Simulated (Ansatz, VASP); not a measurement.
# AlH5: VASP beside Ansatz

```
Al H
1.0
     4.62189    0.00000    0.00000
     0.00000    3.26413    1.83273
     0.00000   -3.26413    1.83273
Al H
1 5
Direct
  0.00000 0.54204 0.54204
  0.41250 0.38731 0.70452
  0.58750 0.70452 0.38731
  0.41250 0.70452 0.38731
  0.58750 0.38731 0.70452
  0.00000 0.04314 0.04314
```

Alike in both runs: functional PBE; k mesh 4 × 6 × 6; occupations gaussian, width 0.1 eV; no spin polarisation.

Ansatz relaxed the structure, and its values are those at the end. VASP's run is a single point on that final structure, the one shown.

|  | VASP | Ansatz |
| --- | --- | --- |
| version | VASP 6.6.1 | Ansatz 0.2.0 |
| potentials or method | VASP PAW PBE potentials, release 64 (Al, H), cutoff 520 eV | scalar-relativistic, plane waves, PAW |
| valence electrons in the cell | 8 | 8 |

|  | VASP | Ansatz | Ansatz less VASP |
| --- | --- | --- | --- |
| gap on the k mesh at the Fermi level (eV) | none | none | - |
| pressure (GPa) | -0.2 | 0.0 | +0.19 |
| rms of the force components (eV/Å) | 0.016 | 0.015 | -0.0004 |

A gap of «none» marks a metal or a gap that the smearing closes. The functional is the same, so the differences come from potentials, cutoffs and numerics.
